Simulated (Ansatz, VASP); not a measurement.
# Pb: VASP beside Ansatz

```
CELL_PARAMETERS angstrom
0.00000 2.52027 2.52027
2.52027 0.00000 2.52027
2.52027 2.52027 0.00000
ATOMIC_POSITIONS crystal
Pb 0.00000 0.00000 0.00000
```

Alike in both runs: task relaxation of cell and atoms; functional PBE; k mesh 14 × 14 × 14; occupations fermi-dirac, width 0.05 eV; no spin polarisation.

```csv
,VASP,Ansatz
version,VASP 6.6.1,Ansatz 0.2.0
potentials or method,"VASP PAW PBE potentials, release 64 (Pb_d), cutoff 600 eV","all-electron LAPW, non-relativistic"
```

Ansatz gave:

| Item | Value |
| --- | --- |
| relaxed volume (Å³/atom) | 33.12 |
| relaxed cell length with the largest relative difference (Å) | 3.605 |

Which values does VASP return?

Relaxed volume (Å³/atom): 32.02; relaxed cell length with the largest relative difference (Å): 3.564.

Ansatz ran all-electron here, and VASP with PAW potentials.

Spin-orbit coupling is off throughout. Noted on VASP's run: the relaxation stopped at its first step, so nothing moved.
